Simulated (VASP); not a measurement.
# Cl (Cmce) in VASP: single point with PBE

Aim: the single point of Cl with PBE.

Everything below comes from runs of VASP 6.6.1. Logs are shortened: lines on timing, memory, paths and dates and some standing lists are left out, and cuts for length are marked.

## Step 1: The cell of the first run

Symmetry: Cmce, No. 64, orthorhombic system. Conventional cell: a = 7.958 Å, b = 4.294 Å, c = 8.361 Å, α = 90.00°, β = 90.00°, γ = 90.00°. Cl (site symmetry m) has 1 Cl at 2.03 Å within 2.7 Å.

## Step 2: Single point, PBE

INCAR

```
SYSTEM = Cl
PREC = Accurate
ENCUT = 520
EDIFF = 1E-7
ISMEAR = 0
SIGMA = 0.02
LREAL = .FALSE.
LASPH = .TRUE.
NELM = 100
ALGO = Normal
ISIF = 2
LWAVE = .FALSE.
LCHARG = .FALSE.
GGA = PE
NBANDS = 22
```

KPOINTS

```
regular mesh
0
G
  8 8 4
  0 0 0
```

POSCAR

```
Cl
1.0
    3.9790433544     -2.1471566957      0.0000000000
    3.9790433544      2.1471566957      0.0000000000
    0.0000000000      0.0000000000      8.3605976913
Cl
4
Direct
    0.1126354228      0.8873645772      0.1064098746
    0.6126354228      0.3873645772      0.3935901254
    0.8873645772      0.1126354228      0.8935901254
    0.3873645772      0.6126354228      0.6064098746
```

Potentials or basis: VASP PAW PBE potentials, release 64 (Cl).

The run is started by

```bash
cat potpaw_PBE.64/Cl/POTCAR > POTCAR
mpirun -np 1 vasp_std > vasp.out
```

OUTCAR:

```text
SYSTEM = Cl
   PREC = Accurate
   ENCUT = 520
   EDIFF = 1E-7
   ISMEAR = 0
   LREAL = .FALSE.
   LASPH = .TRUE.
   NELM = 100
   ISIF = 2
   GGA = PE

 ion  position               nearest neighbor table
   1  0.113  0.887  0.106-   3 2.03
   2  0.613  0.387  0.394-   4 2.03
   3  0.887  0.113  0.894-   1 2.03
   4  0.387  0.613  0.606-   2 2.03

  LATTYP: Found a base centered orthorhombic cell.
 ALAT       =     4.2943133914
 B/A-ratio  =     1.8531685938
 C/A-ratio  =     1.9468997554

  Lattice vectors:

 A1 = (  -3.9790433544,  -2.1471566957,   0.0000000000)
 A2 = (   3.9790433544,  -2.1471566957,   0.0000000000)
 A3 = (   0.0000000000,   0.0000000000,   8.3605976913)

Analysis of symmetry for initial positions (statically):
=====================================================================
 Subroutine PRICEL returns:
 Original cell was already a primitive cell.

 Routine SETGRP: Setting up the symmetry group for a
 base centered orthorhombic supercell.

 Subroutine GETGRP returns: Found  8 space group operations
 (whereof  4 operations were pure point group operations)
 out of a pool of  8 trial point group operations.

The static configuration has the point symmetry C_2h.
 The point group associated with its full space group is D_2h.

Analysis of symmetry for dynamics (positions and initial velocities):
=====================================================================
 Subroutine PRICEL returns:
 Original cell was already a primitive cell.

 Routine SETGRP: Setting up the symmetry group for a
 base centered orthorhombic supercell.

 Subroutine GETGRP returns: Found  8 space group operations
 (whereof  4 operations were pure point group operations)
 out of a pool of  8 trial point group operations.

The dynamic configuration has the point symmetry C_2h.
 The point group associated with its full space group is D_2h.

 Subroutine INISYM returns: Found  8 space group operations
 (whereof  4 operations are pure point group operations),
 and found     1 'primitive' translations

----------------------------------------------------------------------------------------

                                     Primitive cell

  volume of cell :     142.8597

  direct lattice vectors                    reciprocal lattice vectors
     3.979043354 -2.147156696  0.000000000     0.125658344 -0.232866097  0.000000000
     3.979043354  2.147156696  0.000000000     0.125658344  0.232866097  0.000000000
     0.000000000  0.000000000  8.360597691     0.000000000  0.000000000  0.119608674

  length of vectors
     4.521401098  4.521401098  8.360597691     0.264606574  0.264606574  0.119608674

  position of ions in fractional coordinates (direct lattice)
     0.112635423  0.887364577  0.106409875
     0.612635423  0.387364577  0.393590125
     0.887364577  0.112635423  0.893590125
     0.387364577  0.612635423  0.606409875

  ion indices of the primitive-cell ions
   primitive index   ion index
                 1           1
                 2           2
                 3           3
                 4           4

----------------------------------------------------------------------------------------

 KPOINTS: regular mesh

Automatic generation of k-mesh.
 Grid dimensions read from file:
 generate k-points for:    8    8    4

 Generating k-lattice:

  Cartesian coordinates                     Fractional coordinates (reciprocal lattice)
     0.015707293 -0.029108262  0.000000000     0.125000000  0.000000000  0.000000000
     0.015707293  0.029108262  0.000000000     0.000000000  0.125000000  0.000000000
     0.000000000  0.000000000  0.029902168     0.000000000  0.000000000  0.250000000

  Length of vectors
     0.033075822  0.033075822  0.029902168

  Shift w.r.t. Gamma in fractional coordinates (k-lattice)
     0.000000000  0.000000000  0.000000000

 Subroutine IBZKPT returns following result:
 ===========================================

 Found     63 irreducible k-points:

 Following reciprocal coordinates:
            Coordinates               Weight
  0.000000  0.000000  0.000000      1.000000
  0.125000  0.000000  0.000000      4.000000
  0.250000  0.000000  0.000000      4.000000
  0.375000  0.000000  0.000000      4.000000
  0.500000  0.000000  0.000000      2.000000
  0.125000  0.125000  0.000000      2.000000
[... 16 lines left out ...]
  0.125000  0.000000  0.250000      8.000000
  0.250000  0.000000  0.250000      8.000000
 [... further k-points ...]
   k-points           NKPTS =     63   k-points in BZ     NKDIM =     63   number of bands    NBANDS=     22
   number of dos      NEDOS =    301   number of ions     NIONS =      4
   total plane-waves  NPLWV =  82944
   dimension x,y,z NGX =    36 NGY =   36 NGZ =   64
   dimension x,y,z NGXF=    72 NGYF=   72 NGZF=  128
   ions per type =               4
   NGX,Y,Z   is equivalent  to a cutoff of  13.24, 13.24, 12.73 a.u.
   NGXF,Y,Z  is equivalent  to a cutoff of  26.47, 26.47, 25.45 a.u.
 SYSTEM =  Cl
   PREC   = accura    normal or accurate (medium, high low for compatibility)
   ISTART =      0    job   : 0-new  1-cont  2-samecut
   ICHARG =      2    charge: 1-file 2-atom 10-const
   ISPIN  =      1    spin polarized calculation?
   LNONCOLLINEAR =      F non collinear calculations
   LSORBIT =      F    spin-orbit coupling
   LASPH  =      T    aspherical Exc in radial PAW
   ENCUT  =  520.0 eV  38.22 Ry    6.18 a.u.   8.41  8.41 15.55*2*pi/ulx,y,z
   NELM   =    100;   NELMIN=  2; NELMDL= -5     # of ELM steps
   EDIFF  = 0.1E-06   stopping-criterion for ELM
   LREAL  =      F    real-space projection
   EDIFFG = 0.1E-05   stopping-criterion for IOM
   NSW    =      0    number of steps for IOM
   IBRION =     -1    ionic relax: 0-MD 1-quasi-New 2-CG
   NFREE  =      0    steps in history (QN), initial steepest desc. (CG)
   ISIF   =      2    stress and relaxation
   ISYM   =      2    0-nonsym 1-usesym 2-fastsym
   POTIM  = 0.5000    time-step for ionic-motion
   TEBEG  =    0.0;   TEEND  =   0.0 temperature during run
   PSTRESS=    0.0 pullay stress
   NELECT =      28.0000    total number of electrons
   NUPDOWN=      -1.0000    fix difference up-down
   EMIN   =  10.00;   EMAX   =-10.00  energy-range for DOS
   EFERMI =   0.00;   METHOD = LEGACY
   ISMEAR =     0;   SIGMA  =   0.02  broadening in eV -4-tet -1-fermi 0-gaus
   EFERMI_NEDOS =   21; number of points for ismear=-14 and -15
   IALGO  =     38    algorithm
   IMIX   =      4    mixing-type and parameters
     AMIX     =   0.40;   BMIX     =  1.00
     AMIX_MAG =   1.60;   BMIX_MAG =  1.00
  volume/ion in A,a.u.               =      35.71       241.02
  Fermi-wavevector in a.u.,A,eV,Ry     =   0.950950  1.797035 12.303824  0.904306
  Thomas-Fermi vector in A             =   2.079374
   LORBIT       =      0    0 simple, 1 ext, 2 COOP (PROOUT), +10 PAW based schemes
   GGA     = PE    functional components
   LHFCALC =     F    Hartree Fock is set to
   AEXX    =    0.0000 exact exchange contribution
   IVDW    =     0    specifies the selected vdW correction
   LEPSILON=     F    determine dielectric tensor
   LRPA    =     F    only Hartree local field effects (RPA)
 non-spin polarized calculation
 Gauss-broadening in eV      SIGMA  =   0.02
  energy-cutoff  :      520.00
  volume of cell :      142.86
 maximum number of plane-waves:      3877
 NGX is ok and might be reduce to    36
   NGX = 17   NGY = 17   NGZ = 31

 number of electron      28.0000003 magnetization

 Free energy of the ion-electron system (eV)
  ---------------------------------------------------
  ext. energy  EPLUGINS =         0.00000000
  ---------------------------------------------------
  free energy    TOTEN  =        -7.39630004 eV

  energy without entropy =       -7.39630004  energy(sigma->0) =       -7.39630004

 E-fermi :  -1.7577     XC(G=0):  -6.7878

 val. band max:       -1.8646182146   @ k =   0.0000   0.0000   0.0000
 cond. band min:       0.4754574219   @ k =   0.0000   0.0000   0.0000
 fundamental gap:      2.3400756365
 Fermi energy:        -1.7576860674

 k-point     1 :       0.0000    0.0000    0.0000
  band No.  band energies     occupation
      1     -18.3281      2.00000
      2     -18.1046      2.00000
      3     -14.5390      2.00000
      4     -13.9180      2.00000
      5      -7.2229      2.00000
      6      -6.2368      2.00000
[... 14 lines left out ...]
     21       8.5871      0.00000
     22       8.8520      0.00000

 k-point     2 :       0.1250    0.0000    0.0000
  band No.  band energies     occupation
      1     -18.3102      2.00000
      2     -18.1028      2.00000
      3     -14.5182      2.00000
      4     -13.9462      2.00000
      5      -7.2114      2.00000
      6      -6.2950      2.00000
[... 14 lines left out ...]
     21       8.4199      0.00000
     22       8.6324      0.00000

 k-point     3 :       0.2500    0.0000    0.0000
  band No.  band energies     occupation
      1     -18.2625      2.00000
      2     -18.1024      2.00000
      3     -14.4588      2.00000
      4     -14.0243      2.00000
      5      -7.1710      2.00000
      6      -6.4637      2.00000
[... 14 lines left out ...]
     21       8.1253      0.00000
     22       8.5760      0.00000
[... 476 lines left out ...]
 k-point    23 :       0.1250    0.0000    0.2500
  band No.  band energies     occupation
      1     -18.2823      2.00000
      2     -18.1359      2.00000
      3     -14.4357      2.00000
      4     -14.0320      2.00000
      5      -7.0893      2.00000
      6      -6.4484      2.00000
[... 14 lines left out ...]
     21       8.3813      0.00000
     22       8.7850      0.00000

 k-point    24 :       0.2500    0.0000    0.2500
  band No.  band energies     occupation
      1     -18.2405      2.00000
      2     -18.1274      2.00000
      3     -14.3961      2.00000
      4     -14.0892      2.00000
      5      -7.0658      2.00000
      6      -6.5584      2.00000
[... 14 lines left out ...]
     21       8.2409      0.00000
     22       8.5531      0.00000

 [... further k-points ...]

------------------------ aborting loop because EDIFF is reached ----------------------------------------

  FORCE on cell =-STRESS in cart. coord.  units (eV):
  Direction    XX          YY          ZZ          XY          YZ          ZX
  --------------------------------------------------------------------------------------
  -------------------------------------------------------------------------------------
  Total       -0.0419575     -0.1800410     -0.5614583      0.0000000     -0.0000000      0.0000000
  in kB       -0.4705550     -2.0191675     -6.2967774      0.0000000     -0.0000000      0.0000000
  external PRESSURE =      -2.9288333 kB  Pullay stress =       0.0000000 kB

 VOLUME and BASIS-vectors are now :
 -----------------------------------------------------------------------------
  energy-cutoff  :      520.00
  volume of cell :      142.86
      direct lattice vectors                 reciprocal lattice vectors
     3.979043354 -2.147156696  0.000000000     0.125658344 -0.232866097  0.000000000
     3.979043354  2.147156696  0.000000000     0.125658344  0.232866097  0.000000000
     0.000000000  0.000000000  8.360597691     0.000000000  0.000000000  0.119608674

 POSITION                                       TOTAL-FORCE (eV/Angst)
 -----------------------------------------------------------------------------------
      3.97904      1.66346      0.88965         0.000000      0.079490     -0.152504
      3.97904     -0.48369      3.29065         0.000000      0.079490      0.152504
      3.97904     -1.66346      7.47095         0.000000     -0.079490      0.152504
      3.97904      0.48369      5.06995         0.000000     -0.079490     -0.152504
 -----------------------------------------------------------------------------------
    total drift:                               -0.000000     -0.000000     -0.000000

  FREE ENERGIE OF THE ION-ELECTRON SYSTEM (eV)
  ---------------------------------------------------
  free  energy   TOTEN  =        -7.3963000449 eV

  energy  without entropy=       -7.3963000449  energy(sigma->0) =       -7.39630004
```

Wall time 3.8 min (1 thread of Oxide Virtual Turin-like, shared host); peak memory 0.3 GiB.

What came out:

| Quantity | Value |
| --- | --- |
| Free energy | -7.3963 eV |
| Pressure | -0.3 GPa |
| Largest force | 0.172 eV/Å |
| Band gap on the k mesh | 2.34 eV |

Forces on the atoms (eV/Å):
```
Cl   0.000  0.079 -0.153
Cl   0.000  0.079  0.153
Cl   0.000 -0.079  0.153
Cl   0.000 -0.079 -0.153
```

Levels at points of the mesh, in eV from the valence-band top:
```
           k point  band 10  band 11  band 12  band 13  band 14  band 15  band 16  band 17  band 18  band 19
(0.00, 0.00, 0.00)    -2.50    -0.79    -0.36    -0.20     0.00     2.34     3.09     6.17     7.03     8.90
(0.50, 0.00, 0.00)    -2.72    -0.53    -0.53    -0.31    -0.31     2.93     2.93     7.96     7.96     9.68
(0.50, 0.50, 0.00)    -2.56    -0.84    -0.83    -0.20    -0.04     2.40     3.05     8.45     8.60     8.91
(0.00, 0.00, 0.50)    -2.51    -0.59    -0.59    -0.17    -0.17     2.66     2.66     6.71     6.71     9.36
(0.50, 0.00, 0.50)    -2.74    -0.37    -0.37    -0.14    -0.14     2.74     2.74     8.12     8.12     9.43
(0.50, 0.50, 0.50)    -2.57    -0.61    -0.61    -0.42    -0.42     2.69     2.69     9.05     9.05     9.06
```

Caveat: this functional lacks dispersion, which holds the molecules together, so the pressure and a relaxed volume are unreliable. A k mesh can miss the band edges.
